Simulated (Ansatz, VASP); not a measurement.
**One calculation of MgS, two programs**

```xyz
2
Lattice="0.0000 2.5872 2.5872 2.5872 0.0000 2.5872 2.5872 2.5872 0.0000" Properties=species:S:1:pos:R:3 pbc="T T T"
Mg    0.0000    0.0000    0.0000
S     2.5872    2.5872    2.5872
```

Alike in both runs: task single point; functional PBE; k mesh 9 × 9 × 9; non-collinear spin, spin-orbit coupling.

```csv
,VASP,Ansatz
version,VASP 6.6.1,Ansatz 0.2.0
potentials or method,"VASP PAW PBE potentials, release 64 (Mg, S), cutoff 520 eV",PAW plane waves
occupations,"fermi-dirac, width 0.1 eV",fermi-dirac
valence electrons in the cell,8,16
```

```tsv
	VASP	Ansatz	Ansatz less VASP
pressure (GPa)	2.2	2.5	+0.31
net moment per atom (μB)	0.00	0.00	0.000
```

VASP's potentials hold 8 valence electrons a cell and Ansatz's 16, so a difference there can come from the potentials and not from the codes.
